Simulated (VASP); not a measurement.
# SnO in VASP: further runs

SnO is run at these levels: PBE+D3(BJ); tasks: single point.

Everything below comes from runs of VASP 6.6.1. Logs are shortened: lines on timing, memory, paths and dates and some standing lists are left out, and cuts for length are marked.

## (1) The cell of the first run

The cell holds a slab with vacuum, 8 atoms: a = 3.820 Å, b = 3.820 Å, c = 22.226 Å, α = 90.00°, β = 90.00°, γ = 90.00°.

## (2) Single point, PBE+D3(BJ) (layers slid over each other)

Contents of INCAR:

```
PREC = Accurate ; ENCUT = 520
EDIFF = 1E-7 ; ISMEAR = 0
SIGMA = 0.05 ; LREAL = False
LASPH = True ; NELM = 60
ALGO = Normal ; ISIF = 2
LWAVE = False ; LCHARG = False
LDIPOL = True ; IDIPOL = 3
DIPOL = 0.5 0.5 0.399 ; GGA = PE
IVDW = 12 ; NBANDS = 50
```

Contents of KPOINTS:

```
Automatic mesh
0
Gamma
  7 7 1
```

Contents of POSCAR:

```
SnO
1.0
    3.8201630918      0.0000000000      0.0000000000
    0.0000000000      3.8201630918      0.0000000000
    0.0000000000      0.0000000000     22.2260821141
Sn O
4 4
Direct
    0.7500000000      0.2500000000      0.2024648328
    0.2500000000      0.7500000000      0.3087832134
    0.3750000000      1.0000000000      0.4887519537
   -0.1250000000      1.5000000000      0.5950703343
    0.2500000000      0.2500000000      0.2556240231
    0.7500000000      0.7500000000      0.2556240231
   -0.1250000000      1.0000000000      0.5419111440
    0.3750000000      1.5000000000      0.5419111440
```

Potentials or basis: VASP PAW PBE potentials, release 64 (Sn_d, O).

Command:

```
> cat potpaw_PBE.64/Sn_d/POTCAR potpaw_PBE.64/O/POTCAR > POTCAR
> mpirun -np 1 vasp_std > vasp.out
```

OUTCAR:

```text
PREC = Accurate
   ENCUT = 520
   EDIFF = 1E-7
   ISMEAR = 0
   LREAL = False
   LASPH = True
   NELM = 60
   ISIF = 2
   GGA = PE
   IVDW = 12
 IVDW          = 12

 ion  position               nearest neighbor table
   1  0.750  0.250  0.202-   5 2.25   6 2.25   6 2.25   5 2.25   2 3.59   2 3.59   2 3.59   2 3.59

   2  0.250  0.750  0.309-   5 2.25   6 2.25   5 2.25   6 2.25   1 3.59   1 3.59   1 3.59   1 3.59

   3  0.375  0.000  0.489-   7 2.25   8 2.25   8 2.25   7 2.25   4 3.59   4 3.59   4 3.59   4 3.59

   4  0.875  0.500  0.595-   7 2.25   8 2.25   7 2.25   8 2.25   3 3.59   3 3.59   3 3.59   3 3.59

   5  0.250  0.250  0.256-   1 2.25   2 2.25   2 2.25   1 2.25
   6  0.750  0.750  0.256-   1 2.25   2 2.25   1 2.25   2 2.25
   7  0.875  0.000  0.542-   3 2.25   3 2.25   4 2.25   4 2.25
   8  0.375  0.500  0.542-   3 2.25   3 2.25   4 2.25   4 2.25

  LATTYP: Found a simple tetragonal cell.
 ALAT       =     3.8201630918
 C/A-ratio  =     5.8180977042

  Lattice vectors:

 A1 = (   3.8201630918,   0.0000000000,   0.0000000000)
 A2 = (   0.0000000000,   3.8201630918,   0.0000000000)
 A3 = (   0.0000000000,   0.0000000000,  22.2260821141)

Analysis of symmetry for initial positions (statically):
=====================================================================
 Subroutine PRICEL returns:
 Original cell was already a primitive cell.

 Routine SETGRP: Setting up the symmetry group for a
 simple tetragonal supercell.

 Subroutine GETGRP returns: Found  2 space group operations
 (whereof  1 operations were pure point group operations)
 out of a pool of 16 trial point group operations.

The static configuration has the point symmetry C_1 .
 The point group associated with its full space group is S_2 .

Analysis of symmetry for dynamics (positions and initial velocities):
=====================================================================
 Subroutine PRICEL returns:
 Original cell was already a primitive cell.

 Routine SETGRP: Setting up the symmetry group for a
 simple tetragonal supercell.

 Subroutine GETGRP returns: Found  2 space group operations
 (whereof  1 operations were pure point group operations)
 out of a pool of 16 trial point group operations.

The dynamic configuration has the point symmetry C_1 .
 The point group associated with its full space group is S_2 .

 Subroutine INISYM returns: Found  2 space group operations
 (whereof  1 operations are pure point group operations),
 and found     1 'primitive' translations

----------------------------------------------------------------------------------------

                                     Primitive cell

  volume of cell :     324.3596

  direct lattice vectors                    reciprocal lattice vectors
     3.820163092  0.000000000  0.000000000     0.261768929  0.000000000  0.000000000
     0.000000000  3.820163092  0.000000000     0.000000000  0.261768929  0.000000000
     0.000000000  0.000000000 22.226082114     0.000000000  0.000000000  0.044992185

  length of vectors
     3.820163092  3.820163092 22.226082114     0.261768929  0.261768929  0.044992185

  position of ions in fractional coordinates (direct lattice)
     0.750000000  0.250000000  0.202464833
     0.250000000  0.750000000  0.308783213
     0.375000000  0.000000000  0.488751954
     0.875000000  0.500000000  0.595070334
     0.250000000  0.250000000  0.255624023
     0.750000000  0.750000000  0.255624023
     0.875000000  0.000000000  0.541911144
     0.375000000  0.500000000  0.541911144

  ion indices of the primitive-cell ions
   primitive index   ion index
                 1           1
                 2           2
                 3           3
                 4           4
                 5           5
                 6           6
                 7           7
                 8           8

----------------------------------------------------------------------------------------

 KPOINTS: Automatic mesh

Automatic generation of k-mesh.
 Grid dimensions read from file:
 generate k-points for:    7    7    1

 Generating k-lattice:

  Cartesian coordinates                     Fractional coordinates (reciprocal lattice)
     0.037395561  0.000000000  0.000000000     0.142857143  0.000000000  0.000000000
     0.000000000  0.037395561  0.000000000     0.000000000  0.142857143  0.000000000
     0.000000000  0.000000000  0.044992185     0.000000000  0.000000000  1.000000000

  Length of vectors
     0.037395561  0.037395561  0.044992185

  Shift w.r.t. Gamma in fractional coordinates (k-lattice)
     0.000000000  0.000000000  0.000000000

 Subroutine IBZKPT returns following result:
 ===========================================

 Found     25 irreducible k-points:

 Following reciprocal coordinates:
            Coordinates               Weight
  0.000000  0.000000  0.000000      1.000000
  0.142857  0.000000  0.000000      2.000000
  0.000000  0.142857  0.000000      2.000000
  0.285714  0.000000  0.000000      2.000000
  0.000000  0.285714  0.000000      2.000000
  0.428571  0.000000  0.000000      2.000000
[... 16 lines left out ...]
  0.285714  0.428571  0.000000      2.000000
  0.428571  0.428571  0.000000      2.000000
   k-points           NKPTS =     25   k-points in BZ     NKDIM =     25   number of bands    NBANDS=     50
   number of dos      NEDOS =    301   number of ions     NIONS =      8
   total plane-waves  NPLWV = 131712
   dimension x,y,z NGX =    28 NGY =   28 NGZ =  168
   dimension x,y,z NGXF=    56 NGYF=   56 NGZF=  336
   ions per type =               4   4
   NGX,Y,Z   is equivalent  to a cutoff of  12.19, 12.19, 12.57 a.u.
   NGXF,Y,Z  is equivalent  to a cutoff of  24.37, 24.37, 25.13 a.u.
 SYSTEM =  unknown system
   PREC   = accura    normal or accurate (medium, high low for compatibility)
   ISTART =      0    job   : 0-new  1-cont  2-samecut
   ICHARG =      2    charge: 1-file 2-atom 10-const
   ISPIN  =      1    spin polarized calculation?
   LNONCOLLINEAR =      F non collinear calculations
   LSORBIT =      F    spin-orbit coupling
   LASPH  =      T    aspherical Exc in radial PAW
   ENCUT  =  520.0 eV  38.22 Ry    6.18 a.u.   7.10  7.10 41.33*2*pi/ulx,y,z
   NELM   =     60;   NELMIN=  2; NELMDL= -5     # of ELM steps
   EDIFF  = 0.1E-06   stopping-criterion for ELM
   LREAL  =      F    real-space projection
   EDIFFG = 0.1E-05   stopping-criterion for IOM
   NSW    =      0    number of steps for IOM
   IBRION =     -1    ionic relax: 0-MD 1-quasi-New 2-CG
   NFREE  =      0    steps in history (QN), initial steepest desc. (CG)
   ISIF   =      2    stress and relaxation
   ISYM   =      2    0-nonsym 1-usesym 2-fastsym
   POTIM  = 0.5000    time-step for ionic-motion
   TEBEG  =    0.0;   TEEND  =   0.0 temperature during run
   PSTRESS=    0.0 pullay stress
   NELECT =      80.0000    total number of electrons
   NUPDOWN=      -1.0000    fix difference up-down
   EMIN   =  10.00;   EMAX   =-10.00  energy-range for DOS
   EFERMI =   0.00;   METHOD = LEGACY
   ISMEAR =     0;   SIGMA  =   0.05  broadening in eV -4-tet -1-fermi 0-gaus
   EFERMI_NEDOS =   21; number of points for ismear=-14 and -15
   IALGO  =     38    algorithm
   IMIX   =      4    mixing-type and parameters
     AMIX     =   0.40;   BMIX     =  1.00
     AMIX_MAG =   1.60;   BMIX_MAG =  1.00
  volume/ion in A,a.u.               =      40.54       273.61
  Fermi-wavevector in a.u.,A,eV,Ry     =   1.026666  1.940118 14.341131  1.054043
  Thomas-Fermi vector in A             =   2.160571
   LORBIT       =      0    0 simple, 1 ext, 2 COOP (PROOUT), +10 PAW based schemes
   GGA     = PE    functional components
   LHFCALC =     F    Hartree Fock is set to
   AEXX    =    0.0000 exact exchange contribution
   IVDW    =    12    specifies the selected vdW correction
   LEPSILON=     F    determine dielectric tensor
   LRPA    =     F    only Hartree local field effects (RPA)
 non-spin polarized calculation
 Gauss-broadening in eV      SIGMA  =   0.05
  energy-cutoff  :      520.00
  volume of cell :      324.36
 maximum number of plane-waves:      8769
   NGX = 15   NGY = 15   NGZ = 83

 dipolmoment           0.000000      0.000000     -0.000000 electrons x Angstroem

 number of electron      79.9999971 magnetization

 dipolmoment           0.000000      0.000000      0.000000 electrons x Angstroem

 Free energy of the ion-electron system (eV)
  ---------------------------------------------------
  ext. energy  EPLUGINS =         0.00000000
  ---------------------------------------------------
  free energy    TOTEN  =       -45.13384449 eV

  energy without entropy =      -45.13384449  energy(sigma->0) =      -45.13384449

 E-fermi :   0.1468     XC(G=0):  -5.2923

 val. band max:       -0.1316861844   @ k =  -0.1429   0.1429   0.0000
 cond. band min:       2.1995060147   @ k =   0.4286   0.0000   0.0000
 fundamental gap:      2.3311921991
 Fermi energy:         0.1467780270

 k-point     1 :       0.0000    0.0000    0.0000
  band No.  band energies     occupation
      1     -21.0470      2.00000
      2     -21.0470      2.00000
      3     -20.6865      2.00000
      4     -20.6865      2.00000
      5     -20.6498      2.00000
      6     -20.6492      2.00000
[... 42 lines left out ...]
     49       5.1899      0.00000
     50       5.2191      0.00000

 k-point     2 :       0.1429    0.0000    0.0000
  band No.  band energies     occupation
      1     -21.0381      2.00000
      2     -21.0380      2.00000
      3     -20.6872      2.00000
      4     -20.6871      2.00000
      5     -20.6510      2.00000
      6     -20.6508      2.00000
[... 42 lines left out ...]
     49       5.3061      0.00000
     50       5.5069      0.00000

 k-point     3 :       0.0000    0.1429    0.0000
  band No.  band energies     occupation
      1     -21.0381      2.00000
      2     -21.0380      2.00000
      3     -20.6873      2.00000
      4     -20.6871      2.00000
      5     -20.6514      2.00000
      6     -20.6508      2.00000
[... 42 lines left out ...]
     49       5.3958      0.00000
     50       5.4699      0.00000

 k-point     4 :       0.2857    0.0000    0.0000
  band No.  band energies     occupation
      1     -21.0132      2.00000
      2     -21.0131      2.00000
      3     -20.7840      2.00000
      4     -20.7836      2.00000
      5     -20.6551      2.00000
      6     -20.6551      2.00000
[... 999 lines left out ...]
 k-point    23 :       0.2857    0.4286    0.0000
  band No.  band energies     occupation
      1     -20.9826      2.00000
      2     -20.9821      2.00000
      3     -20.9403      2.00000
      4     -20.9402      2.00000
      5     -20.6517      2.00000
      6     -20.6515      2.00000
[... 42 lines left out ...]
     49       5.8072      0.00000
     50       6.1213      0.00000

 k-point    24 :       0.4286    0.4286    0.0000
  band No.  band energies     occupation
      1     -20.9886      2.00000
      2     -20.9878      2.00000
      3     -20.9742      2.00000
      4     -20.9741      2.00000
      5     -20.6535      2.00000
      6     -20.6532      2.00000
[... 42 lines left out ...]
     49       5.9578      0.00000
     50       6.3214      0.00000

 [... further k-points ...]

------------------------ aborting loop because EDIFF is reached ----------------------------------------

 vacuum level on the upper side and lower side of the slab       (xc-potential included)        -0.142        -0.142

 Edisp (eV)   -1.25466

 E8    (eV) :    -0.5547

  FORCE on cell =-STRESS in cart. coord.  units (eV):
  Direction    XX          YY          ZZ          XY          YZ          ZX
  --------------------------------------------------------------------------------------
  -------------------------------------------------------------------------------------
  Total       0.25594     0.30847     0.30427     0.03219     0.37965     0.22272
  in kB       1.26420     1.52367     1.50295     0.15902     1.87529     1.10013
  external pressure =        1.43 kB  Pullay stress =        0.00 kB

 VOLUME and BASIS-vectors are now :
 -----------------------------------------------------------------------------
  energy-cutoff  :      520.00
  volume of cell :      324.36
      direct lattice vectors                 reciprocal lattice vectors
     3.820163092  0.000000000  0.000000000     0.261768929  0.000000000  0.000000000
     0.000000000  3.820163092  0.000000000     0.000000000  0.261768929  0.000000000
     0.000000000  0.000000000 22.226082114     0.000000000  0.000000000  0.044992185

 POSITION                                       TOTAL-FORCE (eV/Angst)
 -----------------------------------------------------------------------------------
      2.86512      0.95504      4.50000        -0.004202     -0.007141     -0.080248
      0.95504      2.86512      6.86304        -0.023814     -0.044250      0.050376
      1.43256      0.00000     10.86304         0.023814      0.044250     -0.050376
      3.34264      1.91008     13.22608         0.004202      0.007141      0.080248
      0.95504      0.95504      5.68152         0.008550     -0.036356      0.002704
      2.86512      2.86512      5.68152        -0.022735      0.014334      0.003518
      3.34264      0.00000     12.04456         0.022735     -0.014334     -0.003518
      1.43256      1.91008     12.04456        -0.008550      0.036356     -0.002704
 -----------------------------------------------------------------------------------
    total drift:                               -0.000000      0.000000      0.000002

  FREE ENERGIE OF THE ION-ELECTRON SYSTEM (eV)
  ---------------------------------------------------
  free  energy   TOTEN  =       -46.3885071133 eV

  energy  without entropy=      -46.3885071133  energy(sigma->0) =      -46.38850711

 vacuum level on the upper side and lower side of the slab         4.821         4.821
```

Wall time 11 min (1 thread of Intel Xeon Platinum 8488C (Sapphire Rapids), shared host); peak memory 0.51 GiB.

What came out:

- Free energy: -46.3885 eV
- Largest force: 0.081 eV/Å
- Band gap on the k mesh: 2.33 eV (least direct gap 2.51 eV)
- Dispersion energy per atom: -0.157 eV

Forces on the atoms (eV/Å):
```
Sn  -0.004 -0.007 -0.080
Sn  -0.024 -0.044  0.050
Sn   0.024  0.044 -0.050
Sn   0.004  0.007  0.080
O    0.009 -0.036  0.003
O   -0.023  0.014  0.004
O    0.023 -0.014 -0.004
O   -0.009  0.036 -0.003
```

Levels at points of the mesh, in eV from the valence-band top:
| k point | band 38 | band 39 | band 40 | band 41 | band 42 | band 43 |
| --- | --- | --- | --- | --- | --- | --- |
| (0.00, 0.00, 0.00) | -2.01 | -0.72 | -0.04 | 2.47 | 2.80 | 2.81 |

Caveat: the cell differs from its parent crystal (layers slid over each other); spin-orbit coupling is left out, which moves the levels of the heavy elements.

## (3) Single point, PBE+D3(BJ) (layers slid over each other)

Contents of INCAR:

```
SYSTEM = SnO
PREC = Accurate
ENCUT = 520
EDIFF = 1E-6
ISMEAR = 0
SIGMA = 0.05
LREAL = .FALSE.
LASPH = .TRUE.
NELM = 100
ALGO = Normal
ISIF = 2
LWAVE = .FALSE.
LCHARG = .FALSE.
LDIPOL = .TRUE.
IDIPOL = 3
DIPOL = 0.5 0.5 0.399
GGA = PE
IVDW = 12
NBANDS = 50
```

Contents of KPOINTS:

```
regular mesh
0
G
  7 7 1
  0 0 0
```

Contents of POSCAR:

```
SnO
1.0
    3.8201630918      0.0000000000      0.0000000000
    0.0000000000      3.8201630918      0.0000000000
    0.0000000000      0.0000000000     22.2260821141
Sn O
4 4
Direct
    0.7500000000      0.2500000000      0.2024648328
    0.2500000000      0.7500000000      0.3087832134
    0.5000000000      1.1250000000      0.4887519537
    0.0000000000      1.6250000000      0.5950703343
    0.2500000000      0.2500000000      0.2556240231
    0.7500000000      0.7500000000      0.2556240231
    0.0000000000      1.1250000000      0.5419111440
    0.5000000000      1.6250000000      0.5419111440
```

Potentials or basis: VASP PAW PBE potentials, release 64 (Sn_d, O).

Command:

```
> cat potpaw_PBE.64/Sn_d/POTCAR potpaw_PBE.64/O/POTCAR > POTCAR
> mpirun -np 1 vasp_std > vasp.out
```

Wall time 9.7 min (1 thread of Intel Xeon Platinum 8488C (Sapphire Rapids), shared host); peak memory 0.53 GiB.

It converged, with:

| Property | Result |
| --- | --- |
| Free energy | -46.4367 eV |
| Largest force | 0.148 eV/Å |
| Band gap on the k mesh | 2.51 eV (least direct gap 2.53 eV) |
| Dispersion energy per atom | -0.157 eV |

Forces in eV/Å, atoms in the order of the input:
```
Sn  -0.004 -0.004 -0.077
Sn  -0.020 -0.021  0.145
Sn   0.020  0.021 -0.145
Sn   0.004  0.004  0.077
O    0.009 -0.020  0.011
O   -0.025  0.008  0.012
O    0.025 -0.008 -0.012
O   -0.009  0.020 -0.011
```

Levels at points of the mesh, in eV from the valence-band top:
| k point | band 37 | band 38 | band 39 | band 40 | band 41 | band 42 | band 43 | band 44 |
| --- | --- | --- | --- | --- | --- | --- | --- | --- |
| (0.00, 0.00, 0.00) | -1.98 | -1.98 | -0.66 | -0.03 | 2.51 | 2.83 | 2.83 | 3.87 |

Caveat: the cell differs from its parent crystal (layers slid over each other); spin-orbit coupling is left out, which moves the levels of the heavy elements.

## (4) Single point, PBE+D3(BJ) (layers slid over each other)

Contents of INCAR:

```
SYSTEM = SnO
PREC = Accurate ; ENCUT = 910
EDIFF = 1E-6 ; ISMEAR = 0
SIGMA = 0.05 ; LREAL = .False.
LASPH = .True. ; NELM = 120
ALGO = Normal ; ISIF = 2
LWAVE = .False. ; LCHARG = .True.
LDIPOL = .True. ; IDIPOL = 3
DIPOL = 0.5 0.5 0.399 ; GGA = PE
IVDW = 12 ; LELF = .True.
LVHAR = .True. ; LVACPOTAV = .True.
NBANDS = 50 ; GGA_COMPAT = .False.
NELMDL = -8
```

Contents of KPOINTS:

```
Automatic mesh
0
Gamma
  7 7 1
  0 0 0
```

Contents of POSCAR:

```
SnO
1.0
    3.8201630918      0.0000000000      0.0000000000
    0.0000000000      3.8201630918      0.0000000000
    0.0000000000      0.0000000000     22.2260821141
Sn O
4 4
Direct
    0.7500000000      0.2500000000      0.2024648328
    0.2500000000      0.7500000000      0.3087832134
    0.3750000000      1.1250000000      0.4887519537
   -0.1250000000      1.6250000000      0.5950703343
    0.2500000000      0.2500000000      0.2556240231
    0.7500000000      0.7500000000      0.2556240231
   -0.1250000000      1.1250000000      0.5419111440
    0.3750000000      1.6250000000      0.5419111440
```

Potentials or basis: VASP PAW PBE potentials, release 64 (Sn_d, O_h).

Command:

```
> cat potpaw_PBE.64/Sn_d/POTCAR potpaw_PBE.64/O_h/POTCAR > POTCAR
> mpirun -np 1 vasp_std > vasp.out
```

It took 18 min on 1 thread of Intel Xeon 6975P-C (Granite Rapids), shared host; peak memory 1.1 GiB.

It converged, with:

```
Free energy                : -46.4466 eV
Largest force              : 0.109 eV/Å
Band gap on the k mesh     : 2.37 eV (least direct gap 2.53 eV)
Dispersion energy per atom : -0.157 eV
```

Forces on the atoms (eV/Å):
```
Sn  -0.003 -0.005 -0.071
Sn  -0.015 -0.029  0.104
Sn   0.015  0.029 -0.104
Sn   0.003  0.005  0.071
O    0.006 -0.024  0.007
O   -0.018  0.010  0.008
O    0.018 -0.010 -0.008
O   -0.006  0.024 -0.007
```

Levels at points of the mesh, in eV from the valence-band top:
```tsv
k point	band 36	band 37	band 38	band 39	band 40	band 41	band 42	band 43	band 44	band 45
(0.00, 0.00, 0.00)	-1.99	-1.99	-1.99	-0.69	-0.03	2.49	2.82	2.82	3.87	4.84
```

Caveat: the cell differs from its parent crystal (layers slid over each other); the cutoff is under 1.25 times the usual one of these potentials, so pressure, stress and relaxed cells hold a basis-set (Pulay) error; spin-orbit coupling is left out, which moves the levels of the heavy elements.

## (5) Summary

| potentials or basis | cell | cutoff (eV) | gap on the mesh (eV) | largest force (eV/Å) |
| --- | --- | --- | --- | --- |
| VASP PAW PBE potentials, release 64 (Sn_d, O) | as given, atomic positions A | 520 | 2.33 | 0.08 |
| VASP PAW PBE potentials, release 64 (Sn_d, O) | as given, atomic positions B | 520 | 2.51 | 0.15 |
| VASP PAW PBE potentials, release 64 (Sn_d, O_h) | as given, atomic positions C | 910 | 2.37 | 0.11 |

Alike in all rows: task single point; level PBE+D3(BJ); no spin polarisation; k mesh 7 × 7 × 1; smearing gaussian 0.05 eV.

Caveats: spin-orbit coupling is left out, which moves the levels of the heavy elements; the cutoff is under 1.25 times the usual one of these potentials, so pressure, stress and relaxed cells hold a basis-set (Pulay) error (at least some runs).

Absolute energies hang on the potentials; compare differences alone.
